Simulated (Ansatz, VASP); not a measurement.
## SiMo3: VASP beside Ansatz

Contents of INCAR:

```
SYSTEM = SiMo3
  PREC = Accurate
  ENCUT = 600
  EDIFF = 1E-6
  ISMEAR = -1
  SIGMA = 0.05
  LREAL = .False.
  LASPH = .True.
  NELM = 60
  ALGO = Fast
  ISIF = 3
  LWAVE = .False.
  LCHARG = .False.
  IBRION = 2
  NSW = 60
  EDIFFG = -0.01
```

Contents of KPOINTS:

```
regular mesh
0
Gamma
  6 6 6
  0 0 0
```

Contents of POSCAR:

```
SiMo3
1.0
    4.8890000000      0.0000000000      0.0000000000
    0.0000000000      4.8890000000      0.0000000000
    0.0000000000      0.0000000000      4.8890000000
Mo Si
6 2
Direct
    0.0000000000      0.5000000000      0.2500000000
    0.0000000000      0.5000000000      0.7500000000
    0.5000000000      0.2500000000      0.0000000000
    0.7500000000      0.0000000000      0.5000000000
    0.5000000000      0.7500000000      0.0000000000
    0.2500000000      0.0000000000      0.5000000000
    0.5000000000      0.5000000000      0.5000000000
    0.0000000000      0.0000000000      0.0000000000
```

input.yaml

```yaml
crystal:
  lattice:
    - [4.889, 0.0, 0.0]
    - [0.0, 4.889, 0.0]
    - [0.0, 0.0, 4.889]
  atoms:
    - { symbol: Mo, position: [0.0, 0.5, 0.25] }
    - { symbol: Mo, position: [0.0, 0.5, 0.75] }
    - { symbol: Mo, position: [0.5, 0.25, 0.0] }
    - { symbol: Mo, position: [0.75, 0.0, 0.5] }
    - { symbol: Mo, position: [0.5, 0.75, 0.0] }
    - { symbol: Mo, position: [0.25, 0.0, 0.5] }
    - { symbol: Si, position: [0.5, 0.5, 0.5] }
    - { symbol: Si, position: [0.0, 0.0, 0.0] }
hamiltonian:
  xc: lda
  pseudopotentials: { kind: paw }
kpoints:
  mp_grid: { grid: [6, 6, 6] }
scf:
  occupations: { method: fermi_dirac, width: 0.05 }
output:
  forces: true
  stress: true
  eigenvalues: true
  write_density: true
  write_potential: true
  elf: true
  volumetric_format: npy
relax:
  f_tol: 0.01
  max_steps: 40
  cell: { stress_tol: 0.05 }
```

Alike in both runs: task relaxation of cell and atoms; functional LDA; k mesh 6 × 6 × 6; occupations fermi-dirac, width 0.05 eV; no spin polarisation.

```csv
,VASP,Ansatz
version,VASP 6.6.1,Ansatz 0.2.0
potentials or method,"VASP PAW LDA potentials, release 64 (Mo_sv, Si)",Ansatz PAW
plane-wave cutoff (eV),600,420
valence electrons in the cell,92,92
```

|  | VASP | Ansatz | Ansatz less VASP |
| --- | --- | --- | --- |
| gap on the k mesh at the Fermi level, each at its own relaxed structure (eV) | none | none | - |
| relaxed volume (Å³/atom) | 14.18 | 14.12 | -0.059 |
| relaxed length of the cell vector where the two differ most in proportion (Å) | 4.841 | 4.834 | -0.0067 |

LDA's correlation is that of Perdew and Zunger in VASP and of Perdew and Wang (1992) in Ansatz. A gap of «none» marks a metal or a gap that the smearing closes.

Noted on Ansatz's run: the plane-wave basis is chosen anew once the cell has moved, so the energies of steps on either side of that aren't comparable.
